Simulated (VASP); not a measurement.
Write the native input for VASP 6.6.1 that does the following.

```
Task                   : single point
Functional             : PBE
Potentials or basis    : VASP PAW PBE potentials, release 64 (Ga_d)
Cutoff                 : 520 eV
k mesh                 : 14 × 14 × 11
Occupations            : fermi-dirac, width 0.03 eV
Spin                   : no spin polarisation
Dipole correction      : no
Further INCAR settings : ALGO = Normal; EDIFF = 1e-07; NBANDS = 20
```

The structure of Ga lies in POSCAR:

```
Ga
1.0
    1.3830000000     -4.0265000000      0.0000000000
    1.3830000000      4.0265000000      0.0000000000
   -0.1174500000      0.0000000000      3.3299300000
Ga
2
Direct
    0.8690000000      0.1310000000      0.2500000000
    0.1310000000      0.8690000000      0.7500000000
```

One way to write it, as run:

INCAR

```
SYSTEM = Ga
PREC = Accurate
ENCUT = 520
EDIFF = 1E-7
ISMEAR = -1
SIGMA = 0.03
LREAL = .False.
LASPH = .True.
NELM = 100
ALGO = Normal
ISIF = 2
LWAVE = .False.
LCHARG = .True.
GGA = PE
LELF = .True.
LVHAR = .True.
NBANDS = 20
```

KPOINTS

```
regular mesh
0
Gamma
  14 14 11
  0 0 0
```

Potentials or basis: VASP PAW PBE potentials, release 64 (Ga_d).

Launch:

```console
$ cat potpaw_PBE.64/Ga_d/POTCAR > POTCAR
$ mpirun -np 1 vasp_std > vasp.out
```

Results of the run:

```json
{"Pressure": "1.8 GPa", "Largest force": "0.190 eV/Å", "Band gap on the k mesh": "zero (bands 13 and 14 overlap by 7.98 eV)"}
```

Run time: 2.2 min on 1 thread of Intel(R) Xeon(R) 6975P-C (Granite Rapids), on a shared host, peak memory 0.44 GiB.
